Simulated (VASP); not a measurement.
# La: relaxation of shape and atoms at fixed volume with PBE

Crystal: La.

```
La
1.0
     3.37796    0.00000    0.00000
    -1.68898    2.92540    0.00000
     0.00000    0.00000    3.36503
La
1
Direct
  0.00000 0.00000 0.00000
```

* Program: VASP 6.6.1
* Task: relaxation of shape and atoms at fixed volume
* Functional: PBE
* Potentials or basis: VASP PAW PBE potentials, release 64 (La)
* Cutoff: 600 eV
* k mesh: 12 × 12 × 11
* Occupations: fermi-dirac, width 0.08 eV
* Spin: no spin polarisation
* Dipole correction: no
* Further INCAR settings: ALGO = Normal; EDIFF = 1e-06; IBRION = 2; EDIFFG = -0.005; NSW = 50; ISIF = 4

```
Energy gained by relaxing : 0.3 meV/atom
Ionic steps               : 4
Pressure after relaxing   : 3.1 GPa
```

The path:
```
step  energy change (eV)  largest force (eV/Å)  pressure (GPa)  volume (Å³)
   1              0.0000                0.0000            3.15        33.25
   2             -0.0003                0.0000            3.12        33.25
   3             -0.0003                0.0000            3.12        33.25
   4             -0.0003                0.0000            3.11        33.25
```

Final structure:
```
CELL_PARAMETERS angstrom
3.38792 0.00000 0.00000
-1.69396 2.93403 0.00000
0.00000 0.00000 3.34526
ATOMIC_POSITIONS crystal
La 0.00000 0.00000 0.00000
```

Levels at points of the mesh, in eV from the Fermi level:
| k point | band 2 | band 3 | band 4 | band 5 | band 6 | band 7 | band 8 | band 9 |
| --- | --- | --- | --- | --- | --- | --- | --- | --- |
| (0.00, 0.00, 0.00) | -15.64 | -15.28 | -15.28 | -2.76 | -1.12 | 1.40 | 1.83 | 1.83 |
| (0.50, 0.00, 0.00) | -17.64 | -15.83 | -15.31 | -1.90 | 0.22 | 1.48 | 2.08 | 2.26 |

It took 110 s on 1 thread of Intel Xeon 8259CL (shared host), peak memory 0.21 GiB.

Caveat: spin-orbit coupling is left out, which moves the levels of the heavy elements.
